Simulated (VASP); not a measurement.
**Se: single point with BLYP**

The system is Se.

```
Se
1.0
     4.74940    0.00000    0.00000
    -2.37470    4.11310    0.00000
     0.00000    0.00000    3.77880
Se
3
Cartesian
  2.3747 4.1131 0.0000
  0.0000 2.7421 1.8894
  2.3747 1.3710 1.8894
```

This isn't the form of Se at room conditions, which is trigonal, of chains.

| Property | Result |
| --- | --- |
| Program | VASP 6.6.1 |
| Task | single point |
| Functional | BLYP |
| Potentials or basis | VASP PAW PBE potentials, release 64 (Se) |
| Cutoff | 520 eV |
| k mesh | 9 × 9 × 9 |
| Occupations | fermi-dirac, width 0.1 eV |
| Spin | no spin polarisation |

The pressure is 0.1 GPa and the band gap on the k mesh is zero (bands 9 and 10 overlap by 1.70 eV).

Stress tensor (GPa, compression positive):
```
-0.04  0.00  0.00
 0.00 -0.04  0.00
 0.00  0.00  0.43
```

Levels at points of the mesh, in eV from the Fermi level:
```csv
k point,band 7,band 8,band 9,band 10,band 11,band 12
"(0.00, 0.00, 0.00)",-2.72,-2.72,0.92,1.06,2.43,2.43
```

Run time: 110 s on 1 thread of Intel Xeon 8259CL, on a shared host, peak memory 0.21 GiB.

Caveat: the PAW data sets were made with another functional, which shifts forces and pressure a little.
